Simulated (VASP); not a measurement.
The system is Zn.

```
CELL_PARAMETERS angstrom
2.67000 0.00000 0.00000
-1.33500 2.31229 0.00000
0.00000 0.00000 4.96600
ATOMIC_POSITIONS crystal
Zn 0.33333 0.66667 0.25000
Zn 0.66667 0.33333 0.75000
```

| Property | Result |
| --- | --- |
| Program | VASP 6.6.1 |
| Task | relaxation of cell and atoms |
| Functional | LDA |
| Potentials or basis | VASP PAW LDA potentials, release 64 (Zn) |
| Cutoff | 600 eV |
| k mesh | 17 × 17 × 8 |
| Occupations | gaussian, width 0.05 eV |
| Spin | no spin polarisation |

At the start: pressure -8.8 GPa; volume 15.33 Å³/atom.

Q: How do energy, volume and symmetry change on relaxing?

A: Over 10 steps the energy falls by 54.2 meV/atom and the volume is 13.47 Å³/atom (-12.1 %); space group P6_3/mmc (No. 194, to 0.1 Å) before and after.

Step by step:
```
step  energy change (eV)  largest force (eV/Å)  pressure (GPa)  volume (Å³)
   1              0.0000                0.0000           -8.82        30.66
   2             -0.0986                0.0000            1.23        27.06
   3             -0.1009                0.0000            0.19        27.42
   4             -0.1010                0.0000           -0.09        27.50
   5             -0.1013                0.0000           -0.16        27.47
   6             -0.1021                0.0000           -0.13        27.39
   7             -0.1047                0.0000           -0.16        27.23
   8             -0.1082                0.0000            0.22        26.89
   9             -0.1081                0.0000            0.12        27.00
  10             -0.1083                0.0000            0.09        26.95
```

Final structure:
```
Zn
1.0
     2.60204    0.00000    0.00000
    -1.30102    2.25343    0.00000
     0.00000    0.00000    4.59600
Zn
2
Cartesian
  0.0000 1.5023 1.1490
  1.3010 0.7511 3.4470
```
